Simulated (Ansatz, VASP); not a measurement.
**Rb in VASP and in Ansatz**

The input INCAR:

```
SYSTEM = Rb
PREC = Accurate
ENCUT = 520
EDIFF = 1E-6
ISMEAR = 0
SIGMA = 0.15
LREAL = .False.
LASPH = .True.
NELM = 80
ALGO = Normal
ISIF = 2
LWAVE = .False.
LCHARG = .True.
GGA = PS
LELF = .True.
LVHAR = .True.
NBANDS = 10
```

File KPOINTS:

```
regular mesh
0
Gamma
  12 12 12
  0 0 0
```

Contents of POSCAR:

```
Rb
1.0
   -2.8901800000      2.8901800000      2.8901800000
    2.8901800000     -2.8901800000      2.8901800000
    2.8901800000      2.8901800000     -2.8901800000
Rb
1
Direct
    0.0000000000      0.0000000000      0.0000000000
```

Input for Ansatz:

```yaml
crystal:
  lattice:
    - [-2.89018, 2.89018, 2.89018]
    - [2.89018, -2.89018, 2.89018]
    - [2.89018, 2.89018, -2.89018]
  atoms:
    - { symbol: Rb, position: [0.0, 0.0, 0.0] }
basis:
  ecutwfc: 420
kpoints:
  mp_grid: { grid: [12, 12, 12] }
hamiltonian:
  xc: pbesol
scf:
  occupations: { method: gaussian, width: 0.15 }
output:
  forces: true
  stress: true
  eigenvalues: true
```

Change from the starting cell: strain +0.030 along x and y, +0.030 along z, atoms carried along.

Alike in both runs: task single point; functional PBEsol; k mesh 12 × 12 × 12; occupations gaussian, width 0.15 eV; no spin polarisation.

|  | VASP | Ansatz |
| --- | --- | --- |
| version | VASP 6.6.1 | Ansatz 0.2.0 |
| potentials or method | VASP PAW PBE potentials, release 64 (Rb_sv), cutoff 520 eV | scalar-relativistic, plane waves, PAW |
| valence electrons in the cell | 9 | 9 |

|  | VASP | Ansatz | Ansatz less VASP |
| --- | --- | --- | --- |
| gap on the k mesh at the Fermi level (eV) | none | none | - |
| pressure (GPa) | -0.3 | -0.3 | 0.00 |

VASP's potentials were made for PBE, not for PBEsol. A gap of «none» marks a metal or a gap that the smearing closes. The functional is the same, so the differences come from potentials, cutoffs and numerics.
